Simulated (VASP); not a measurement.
A run of VASP 6.6.1 is set up as follows.

INCAR

```
SYSTEM = Si16Ge
PREC = Accurate
ENCUT = 520
EDIFF = 1E-6
ISMEAR = -1
SIGMA = 0.02
LREAL = Auto
LASPH = .TRUE.
NELM = 100
ALGO = Normal
ISIF = 2
LWAVE = .FALSE.
LCHARG = .TRUE.
GGA = PE
IVDW = 12
LELF = .TRUE.
LVHAR = .TRUE.
NBANDS = 53
```

KPOINTS

```
Automatic mesh
0
G
  2 2 2
  0 0 0
```

Contents of POSCAR:

```
Si16Ge
1.0
    0.0000000000      5.4300000000      5.4300000000
    5.4300000000      0.0000000000      5.4300000000
    5.4300000000      5.4300000000      0.0000000000
Si Ge
16 1
Direct
   -0.0131130793     -0.0029869608     -0.0023940748
    0.0519019356      0.1487744075      0.1493855283
   -0.0129601181     -0.0030338748      0.5178954681
    0.1389167304      0.1062520821      0.6271581899
   -0.0129275037      0.5172342061     -0.0024213653
    0.1386879479      0.6265832514      0.1069863153
    0.0734261257      0.4748967938      0.4755768728
    0.1386407275      0.6265820404      0.6272239481
    0.4319922987      0.0220702334      0.0227230969
    0.6149819781      0.1125325096      0.1124652066
    0.5107377809     -0.0351471363      0.5122148200
    0.6150853581      0.1127108909      0.6593612712
    0.5105631067      0.5118253115     -0.0344161141
    0.6150547610      0.6584208344      0.1131697373
    0.5105717614      0.5114048162      0.5116054328
    0.6937318359      0.6015100665      0.6020733880
    0.5630908733      0.3109973281      0.3123501589
```

Potentials or basis: VASP PAW PBE potentials, release 64 (Si, Ge_d).

Run with:

```sh
$ cat potpaw_PBE.64/Si/POTCAR potpaw_PBE.64/Ge_d/POTCAR > POTCAR
$ mpirun -np 1 vasp_std > vasp.out
```

Task: Estimate the dispersion energy per atom.

Result: -0.333 eV.

Task: Predict the largest force.

Result: 0.031 eV/Å.

Forces in eV/Å, atoms in the order of the input:
```
Si  -0.010 -0.003 -0.001
Si  -0.014  0.013  0.009
Si   0.005  0.007 -0.001
Si   0.003 -0.001 -0.014
Si   0.006 -0.004  0.001
Si   0.002 -0.009  0.003
Si   0.000 -0.002 -0.001
Si   0.005  0.000  0.003
Si   0.003 -0.010 -0.019
Si   0.004  0.014  0.004
Si  -0.002 -0.005  0.003
Si  -0.013 -0.005  0.001
Si  -0.006  0.006 -0.005
Si  -0.002 -0.002  0.003
Si  -0.001  0.008  0.004
Si  -0.001 -0.006 -0.013
Ge   0.022 -0.001  0.022
```

Caveat: the k points lie up to 0.50 Å⁻¹ apart.
